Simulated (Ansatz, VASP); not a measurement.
## BiTe: VASP beside Ansatz

INCAR

```
PREC = Accurate ; ENCUT = 500
EDIFF = 1E-6 ; ISMEAR = 0
SIGMA = 0.15 ; LREAL = F
LASPH = T ; NELM = 120
ALGO = Normal ; ISIF = 2
LWAVE = F ; LCHARG = F
GGA = PS ; NBANDS = 18
GGA_COMPAT = F
```

File KPOINTS:

```
Automatic mesh
0
Gamma
  16 16 16
```

File POSCAR:

```
BiTe
1.0
    0.0000000000      3.1012392129      3.1012392129
    3.1012392129      0.0000000000      3.1012392129
    3.1012392129      3.1012392129      0.0000000000
Bi Te
1 1
Direct
    0.0000000000      0.0000000000      0.0000000000
    0.5000000000      0.5000000000      0.5000000000
```

Input for Ansatz:

```yaml
crystal:
  lattice:
    - [0.0, 3.1012392129, 3.1012392129]
    - [3.1012392129, 0.0, 3.1012392129]
    - [3.1012392129, 3.1012392129, 0.0]
  atoms:
    - { symbol: Bi, position: [0.0, 0.0, 0.0] }
    - { symbol: Te, position: [0.5, 0.5, 0.5] }
basis:
  ecutwfc: 420
kpoints:
  mp_grid: { grid: [16, 16, 16] }
hamiltonian:
  xc: pbesol
scf:
  occupations: { method: gaussian, width: 0.15 }
output:
  forces: true
  stress: true
  eigenvalues: true
```

Change from the starting cell: strain -0.030 along x and y, -0.030 along z, atoms carried along.

Alike in both runs: task single point; functional PBEsol; k mesh 16 × 16 × 16; occupations gaussian, width 0.15 eV; no spin polarisation.

|  | VASP | Ansatz |
| --- | --- | --- |
| version | VASP 6.6.1 | Ansatz 0.2.0 |
| potentials or method | VASP PAW PBE potentials, release 64 (Bi_d, Te), cutoff 500 eV | scalar-relativistic, plane waves, PAW |
| valence electrons in the cell | 21 | 31 |

```csv
,VASP,Ansatz,Ansatz less VASP
gap on the k mesh at the Fermi level (eV),none,none,-
pressure (GPa),6.1,6.2,+0.01
```

VASP's potentials were made for PBE, not for PBEsol. A gap of «none» marks a metal or a gap that the smearing closes. VASP's potentials hold 21 valence electrons a cell and Ansatz's 31, so a difference there can come from the potentials and not from the codes.

Spin-orbit coupling is off throughout.
